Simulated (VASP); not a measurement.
The system is NaCl.

```
Na Cl
1.0
     3.50219    0.00000    0.00000
     0.00000    3.50219    0.00000
     0.00000    0.00000    3.50219
Na Cl
1 1
Direct
  0.00000 0.00000 0.00000
  0.50000 0.50000 0.50000
```

```yaml
Program: VASP 6.6.1
Task: relaxation of cell and atoms
Functional: PBEsol
Potentials_or_basis: VASP PAW PBE potentials, release 64 (Na_pv, Cl)
Cutoff: 600 eV
k_mesh: 6 × 6 × 6
Occupations: gaussian, width 0.02 eV
Spin: no spin polarisation
```

At the start: pressure -1.2 GPa; volume 21.48 Å³/atom.

Task: Where does the relaxation end?

Result: Over 4 steps the energy falls by 3.9 meV/atom and the volume is 20.50 Å³/atom (-4.6 %); space group Pm-3m (No. 221, to 0.05 Å).

The path:
```tsv
step	energy change (eV)	largest force (eV/Å)	pressure (GPa)	volume (Å³)
1	0.0000	0.0000	-1.20	42.96
2	-0.0057	0.0000	-0.63	41.96
3	-0.0077	0.0000	-0.10	41.15
4	-0.0077	0.0000	0.01	41.00
```

Final structure:
```
CELL_PARAMETERS angstrom
3.44815 0.00000 0.00000
0.00000 3.44815 0.00000
0.00000 0.00000 3.44815
ATOMIC_POSITIONS crystal
Na 0.00000 0.00000 0.00000
Cl 0.50000 0.50000 0.50000
```

Caveat: the PAW data sets were made with another functional, which shifts forces and pressure a little.
